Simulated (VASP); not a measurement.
Runs of VASP 6.6.1 on BP. Symmetry: F-43m, No. 216, cubic system. The conventional cell has a = 4.537 Å, b = 4.537 Å, c = 4.537 Å, α = 90.00°, β = 90.00°, γ = 90.00°. Within 2.6 Å of B (site symmetry -43m) lie 4 P at 1.96 Å. Within 2.6 Å of P (site symmetry -43m) lie 4 B at 1.96 Å. 

```csv
level,potentials or basis,k mesh,gap on the mesh (eV),pressure (GPa)
LDA,"VASP PAW LDA potentials, release 64 (B, P)",6 × 6 × 6,(c),-5.1
PBE,"VASP PAW PBE potentials, release 64 (B, P)",6 × 6 × 6,1.33,1.2
PBE,"VASP PAW PBE potentials, release 64 (B, P)",8 × 8 × 8,(a),1.1
r2SCAN,"VASP PAW PBE potentials, release 64 (B, P)",6 × 6 × 6,(b),-0.4
```

Alike in all rows: task single point; no spin polarisation; cell as given; cutoff (eV) 520; smearing gaussian 0.01 eV.

Task: Fill in the values left out.

Result: (a) 1.27; (b) 1.54; (c) 1.29.

Caveats: the PAW data sets were made with another functional, which shifts forces and pressure a little (some runs).

A k mesh can miss the band edges.
